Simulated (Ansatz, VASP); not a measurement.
**One calculation of TaCd3, two programs**

```
Ta Cd
1.0
     4.29621    0.00000    0.00000
     0.00000    4.29621    0.00000
     0.00000    0.00000    4.29621
Ta Cd
1 3
Direct
  0.00000 0.00000 0.00000
  0.00000 0.50000 0.50000
  0.50000 0.00000 0.50000
  0.50000 0.50000 0.00000
```

Change from the starting cell: species swapped into the TaCo3 type (Pm-3m, No. 221).

Alike in both runs: functional PBE; k mesh 12 × 12 × 12; occupations gaussian, width 0.1 eV; no spin polarisation.

Ansatz relaxed the structure, and its values are those at the end. VASP's run is a single point on that final structure, the one shown.

```csv
,VASP,Ansatz
version,VASP 6.6.1,Ansatz 0.2.0
potentials or method,"VASP PAW PBE potentials, release 64 (Ta_pv, Cd), cutoff 520 eV","scalar-relativistic, plane waves, PAW"
valence electrons in the cell,47,73
```

|  | VASP | Ansatz | Ansatz less VASP |
| --- | --- | --- | --- |
| gap on the k mesh at the Fermi level (eV) | none | none | - |
| pressure (GPa) | 0.5 | 0.0 | -0.46 |

A gap of «none» marks a metal or a gap that the smearing closes. VASP's potentials hold 47 valence electrons a cell and Ansatz's 73, so a difference there can come from the potentials and not from the codes.

Neither program's run includes spin-orbit coupling.
